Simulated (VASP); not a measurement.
# Ba2NF (I4_1/amd) in VASP: single point with LDA

Aim: the single point of Ba2NF with LDA.

All numbers are computed with VASP 6.6.1; they aren't measurements. Logs are shortened: lines on timing, memory, paths and dates and some standing lists are left out, and cuts for length are marked.

## (1) The cell of the first run

It takes space group I4_1/amd (No. 141, tetragonal). The conventional cell has a = 5.741 Å, b = 5.741 Å, c = 11.644 Å, α = 90.00°, β = 90.00°, γ = 90.00°. Ba (site symmetry 2mm) has 3 N at 2.69 to 2.88 Å and 3 F at 2.88 to 3.13 Å within 3.5 Å. N (site symmetry -4m2) has 6 Ba at 2.69 to 2.88 Å within 3.5 Å. Within 3.8 Å of F (site symmetry -4m2) lie 6 Ba at 2.88 to 3.13 Å.

## (2) Single point, LDA

INCAR reads:

```
PREC = Accurate ; ENCUT = 600
EDIFF = 1E-6 ; ISMEAR = 0
SIGMA = 0.02 ; LREAL = F
LASPH = T ; NELM = 120
ALGO = Normal ; ISIF = 2
LWAVE = F ; LCHARG = F
NBANDS = 42 ; GGA_COMPAT = F
```

KPOINTS reads:

```
Automatic mesh
0
Gamma
  5 5 6
```

POSCAR reads:

```
Ba2NF
1.0
   -2.8704120000      2.8704120000      5.8222120000
    2.8704120000     -2.8704120000      5.8222120000
    2.8704120000      2.8704120000     -5.8222120000
Ba N F
4 2 2
Direct
    0.7690780000      0.7690780000      0.0000000000
    0.2309220000      0.2309220000      0.0000000000
   -0.0190780000      0.4809220000      0.5000000000
    0.5190780000      1.0190780000      0.5000000000
    0.0000000000      1.0000000000      0.0000000000
    0.7500000000      0.2500000000      0.5000000000
    0.5000000000      0.5000000000      0.0000000000
    0.2500000000      0.7500000000      0.5000000000
```

Potentials or basis: VASP PAW LDA potentials, release 64 (Ba_sv, N, F).

On the command line:

```sh
cat potpaw_LDA.64/Ba_sv/POTCAR potpaw_LDA.64/N/POTCAR potpaw_LDA.64/F/POTCAR > POTCAR
mpirun -np 1 vasp_std > vasp.out
```

OUTCAR:

```text
PREC = Accurate
   ENCUT = 600
   EDIFF = 1E-6
   ISMEAR = 0
   LREAL = F
   LASPH = T
   NELM = 120
   ISIF = 2

 ion  position               nearest neighbor table
   1  0.769  0.769  0.000-   5 2.69   6 2.88   8 2.88   6 2.88   8 2.88   7 3.13   3 3.78   3 3.78
                             2 4.08   2 4.08   2 4.08   2 4.08   4 4.09   4 4.09   4 4.09   4 4.09
   2  0.231  0.231  0.000-   5 2.69   8 2.88   6 2.88   6 2.88   8 2.88   7 3.13   4 3.78   4 3.78
                             1 4.08   1 4.08   1 4.08   1 4.08   3 4.09   3 4.09   3 4.09   3 4.09
   3  0.981  0.481  0.500-   6 2.69   5 2.88   7 2.88   5 2.88   7 2.88   8 3.13   1 3.78   1 3.78
                             4 4.08   4 4.08   4 4.08   4 4.08   2 4.09   2 4.09   2 4.09   2 4.09
   4  0.519  0.019  0.500-   6 2.69   5 2.88   7 2.88   7 2.88   5 2.88   8 3.13   2 3.78   2 3.78
                             3 4.08   3 4.08   3 4.08   3 4.08   1 4.09   1 4.09   1 4.09   1 4.09
   5  0.000  0.000  0.000-   1 2.69   2 2.69   4 2.88   3 2.88   4 2.88   3 2.88
   6  0.750  0.250  0.500-   3 2.69   4 2.69   1 2.88   2 2.88   1 2.88   2 2.88
   7  0.500  0.500  0.000-   4 2.88   3 2.88   4 2.88   3 2.88   2 3.13   1 3.13
   8  0.250  0.750  0.500-   1 2.88   2 2.88   1 2.88   2 2.88   3 3.13   4 3.13

  LATTYP: Found a body centered tetragonal cell.
 ALAT       =     5.7408240000
 C/A-ratio  =     2.0283541178

  Lattice vectors:

 A1 = (  -2.8704120000,   2.8704120000,   5.8222120000)
 A2 = (   2.8704120000,  -2.8704120000,   5.8222120000)
 A3 = (   2.8704120000,   2.8704120000,  -5.8222120000)

Analysis of symmetry for initial positions (statically):
=====================================================================
 Subroutine PRICEL returns:
 Original cell was already a primitive cell.

 Routine SETGRP: Setting up the symmetry group for a
 body centered tetragonal supercell.

 Subroutine GETGRP returns: Found 16 space group operations
 (whereof  8 operations were pure point group operations)
 out of a pool of 16 trial point group operations.

The static configuration has the point symmetry D_2d.
 The point group associated with its full space group is D_4h.

Analysis of symmetry for dynamics (positions and initial velocities):
=====================================================================
 Subroutine PRICEL returns:
 Original cell was already a primitive cell.

 Routine SETGRP: Setting up the symmetry group for a
 body centered tetragonal supercell.

 Subroutine GETGRP returns: Found 16 space group operations
 (whereof  8 operations were pure point group operations)
 out of a pool of 16 trial point group operations.

The dynamic configuration has the point symmetry D_2d.
 The point group associated with its full space group is D_4h.

 Subroutine INISYM returns: Found 16 space group operations
 (whereof  8 operations are pure point group operations),
 and found     1 'primitive' translations

----------------------------------------------------------------------------------------

                                     Primitive cell

  volume of cell :     191.8830

  direct lattice vectors                    reciprocal lattice vectors
    -2.870412000  2.870412000  5.822212000     0.000000000  0.174191022  0.085878013
     2.870412000 -2.870412000  5.822212000     0.174191022  0.000000000  0.085878013
     2.870412000  2.870412000 -5.822212000     0.174191022  0.174191022  0.000000000

  length of vectors
     7.097653322  7.097653322  7.097653322     0.194210055  0.194210055  0.246343306

  position of ions in fractional coordinates (direct lattice)
     0.769078000  0.769078000  0.000000000
     0.230922000  0.230922000  0.000000000
     0.980922000  0.480922000  0.500000000
     0.519078000  0.019078000  0.500000000
     0.000000000  0.000000000  0.000000000
     0.750000000  0.250000000  0.500000000
     0.500000000  0.500000000  0.000000000
     0.250000000  0.750000000  0.500000000

  ion indices of the primitive-cell ions
   primitive index   ion index
                 1           1
                 2           2
                 3           3
                 4           4
                 5           5
                 6           6
                 7           7
                 8           8
[... 32 lines left out ...]
|     classes:                                                                |
|                                                                             |
|        The reciprocal lattice is body-centered tetragonal,                  |
|        whereas your k-lattice is base-centered monoclinic.                  |
|                                                                             |
|     Results are often still useful ...                                      |
|                                                                             |
 -----------------------------------------------------------------------------

 WARNING: IBZKPT: internal override: KBLOWUP is changed to .FALSE.
      ... skipping the blow-up phase ...

 Subroutine IBZKPT returns following result:
 ===========================================

 Found     48 irreducible k-points:

 Following reciprocal coordinates:
            Coordinates               Weight
  0.000000  0.000000  0.000000      1.000000
  0.200000  0.000000  0.000000      4.000000
  0.400000  0.000000  0.000000      4.000000
  0.200000  0.200000  0.000000      2.000000
  0.400000  0.200000  0.000000      4.000000
 -0.400000  0.200000 -0.000000      4.000000
[... 16 lines left out ...]
 -0.200000 -0.400000  0.166667      4.000000
 -0.200000 -0.200000  0.166667      2.000000
 [... further k-points ...]
   k-points           NKPTS =     48   k-points in BZ     NKDIM =     48   number of bands    NBANDS=     42
   number of dos      NEDOS =    301   number of ions     NIONS =      8
   total plane-waves  NPLWV = 216000
   dimension x,y,z NGX =    60 NGY =   60 NGZ =   60
   dimension x,y,z NGXF=   120 NGYF=  120 NGZF=  120
   ions per type =               4   2   2
   NGX,Y,Z   is equivalent  to a cutoff of  14.05, 14.05, 14.05 a.u.
   NGXF,Y,Z  is equivalent  to a cutoff of  28.11, 28.11, 28.11 a.u.
 SYSTEM =  unknown system
   PREC   = accura    normal or accurate (medium, high low for compatibility)
   ISTART =      0    job   : 0-new  1-cont  2-samecut
   ICHARG =      2    charge: 1-file 2-atom 10-const
   ISPIN  =      1    spin polarized calculation?
   LNONCOLLINEAR =      F non collinear calculations
   LSORBIT =      F    spin-orbit coupling
   LASPH  =      T    aspherical Exc in radial PAW
   ENCUT  =  600.0 eV  44.10 Ry    6.64 a.u.  14.18 14.18 14.18*2*pi/ulx,y,z
   NELM   =    120;   NELMIN=  2; NELMDL= -5     # of ELM steps
   EDIFF  = 0.1E-05   stopping-criterion for ELM
   LREAL  =      F    real-space projection
   EDIFFG = 0.1E-04   stopping-criterion for IOM
   NSW    =      0    number of steps for IOM
   IBRION =     -1    ionic relax: 0-MD 1-quasi-New 2-CG
   NFREE  =      0    steps in history (QN), initial steepest desc. (CG)
   ISIF   =      2    stress and relaxation
   ISYM   =      2    0-nonsym 1-usesym 2-fastsym
   POTIM  = 0.5000    time-step for ionic-motion
   TEBEG  =    0.0;   TEEND  =   0.0 temperature during run
   PSTRESS=    0.0 pullay stress
   NELECT =      64.0000    total number of electrons
   NUPDOWN=      -1.0000    fix difference up-down
   EMIN   =  10.00;   EMAX   =-10.00  energy-range for DOS
   EFERMI =   0.00;   METHOD = LEGACY
   ISMEAR =     0;   SIGMA  =   0.02  broadening in eV -4-tet -1-fermi 0-gaus
   EFERMI_NEDOS =   21; number of points for ismear=-14 and -15
   IALGO  =     38    algorithm
   IMIX   =      4    mixing-type and parameters
     AMIX     =   0.40;   BMIX     =  1.00
     AMIX_MAG =   1.60;   BMIX_MAG =  1.00
  volume/ion in A,a.u.               =      23.99       161.86
  Fermi-wavevector in a.u.,A,eV,Ry     =   1.135331  2.145465 17.537603  1.288977
  Thomas-Fermi vector in A             =   2.272036
   LORBIT       =      0    0 simple, 1 ext, 2 COOP (PROOUT), +10 PAW based schemes
   GGA     = CA    functional components
   LHFCALC =     F    Hartree Fock is set to
   AEXX    =    0.0000 exact exchange contribution
   IVDW    =     0    specifies the selected vdW correction
   LEPSILON=     F    determine dielectric tensor
   LRPA    =     F    only Hartree local field effects (RPA)
 non-spin polarized calculation
 Gauss-broadening in eV      SIGMA  =   0.02
  energy-cutoff  :      600.00
  volume of cell :      191.88
 maximum number of plane-waves:      6467
 NGX is ok and might be reduce to    60
   NGX = 29   NGY = 29   NGZ = 29

 number of electron      63.9999991 magnetization

 Free energy of the ion-electron system (eV)
  ---------------------------------------------------
  ext. energy  EPLUGINS =         0.00000000
  ---------------------------------------------------
  free energy    TOTEN  =       -45.67437778 eV

  energy without entropy =      -45.67437778  energy(sigma->0) =      -45.67437778

 E-fermi :   2.8711     XC(G=0):  -9.5241

 val. band max:        2.7003944408   @ k =  -0.2000  -0.2000   0.1667
 cond. band min:       3.0145265464   @ k =   0.0000   0.0000   0.0000
 fundamental gap:      0.3141321056
 Fermi energy:         2.8711138509

 k-point     1 :       0.0000    0.0000    0.0000
  band No.  band energies     occupation
      1     -24.8067      2.00000
      2     -24.5824      2.00000
      3     -24.5699      2.00000
      4     -24.5543      2.00000
      5     -21.0762      2.00000
      6     -21.0522      2.00000
[... 1069 lines left out ...]
     41       7.1348      0.00000
     42       7.1442      0.00000

 [... further k-points ...]

------------------------ aborting loop because EDIFF is reached ----------------------------------------

  FORCE on cell =-STRESS in cart. coord.  units (eV):
  Direction    XX          YY          ZZ          XY          YZ          ZX
  --------------------------------------------------------------------------------------
  -------------------------------------------------------------------------------------
  Total       -5.2249131     -5.2249131     -4.8528925      0.0000000      0.0000000     -0.0000000
  in kB      -43.6267814    -43.6267814    -40.5204978      0.0000000      0.0000000     -0.0000000
  external PRESSURE =     -42.5913535 kB  Pullay stress =       0.0000000 kB

 VOLUME and BASIS-vectors are now :
 -----------------------------------------------------------------------------
  energy-cutoff  :      600.00
  volume of cell :      191.88
      direct lattice vectors                 reciprocal lattice vectors
    -2.870412000  2.870412000  5.822212000     0.000000000  0.174191022  0.085878013
     2.870412000 -2.870412000  5.822212000     0.174191022  0.000000000  0.085878013
     2.870412000  2.870412000 -5.822212000     0.174191022  0.174191022  0.000000000

 POSITION                                       TOTAL-FORCE (eV/Angst)
 -----------------------------------------------------------------------------------
      0.00000      0.00000      8.95547        -0.000000      0.000000      0.098626
      0.00000      0.00000      2.68895        -0.000000      0.000000     -0.098626
      0.00000      2.87041      5.60006         0.000000     -0.000000     -0.098626
      0.00000      2.87041      0.22215         0.000000     -0.000000      0.098626
      0.00000      0.00000      0.00000        -0.000000     -0.000000     -0.000000
      0.00000      2.87041      2.91111        -0.000000     -0.000000     -0.000000
      0.00000      0.00000      5.82221        -0.000000     -0.000000     -0.000000
      2.87041      0.00000      2.91111        -0.000000     -0.000000     -0.000000
 -----------------------------------------------------------------------------------
    total drift:                               -0.000000     -0.000000      0.000000

  FREE ENERGIE OF THE ION-ELECTRON SYSTEM (eV)
  ---------------------------------------------------
  free  energy   TOTEN  =       -45.6743777794 eV

  energy  without entropy=      -45.6743777794  energy(sigma->0) =      -45.67437778
```

It took 15 min on 1 thread of Intel Xeon Platinum 8375C at 2.90GHz (Ice Lake), shared host; peak memory 0.62 GiB.

What came out:

| Quantity | Value |
| --- | --- |
| Free energy | -45.6744 eV |
| Pressure | -4.3 GPa |
| Largest force | 0.099 eV/Å |
| Band gap on the k mesh | 0.31 eV (least direct gap 0.35 eV) |

Forces on the atoms (eV/Å):
```
Ba   0.000  0.000  0.099
Ba   0.000  0.000 -0.099
Ba   0.000  0.000 -0.099
Ba   0.000  0.000  0.099
N    0.000  0.000  0.000
N    0.000  0.000  0.000
F    0.000  0.000  0.000
F    0.000  0.000  0.000
```

Levels at points of the mesh, in eV from the valence-band top:
| k point | band 30 | band 31 | band 32 | band 33 | band 34 | band 35 |
| --- | --- | --- | --- | --- | --- | --- |
| (0.00, 0.00, 0.00) | -0.31 | -0.04 | -0.04 | 0.31 | 0.62 | 2.58 |
| (0.00, 0.00, 0.50) | -1.67 | -0.86 | -0.86 | 2.11 | 2.11 | 2.93 |

Caveat: the cell stands under tension; semilocal functionals underestimate gaps, and a narrow one can read as zero; spin-orbit coupling is left out, which moves the levels of the heavy elements.
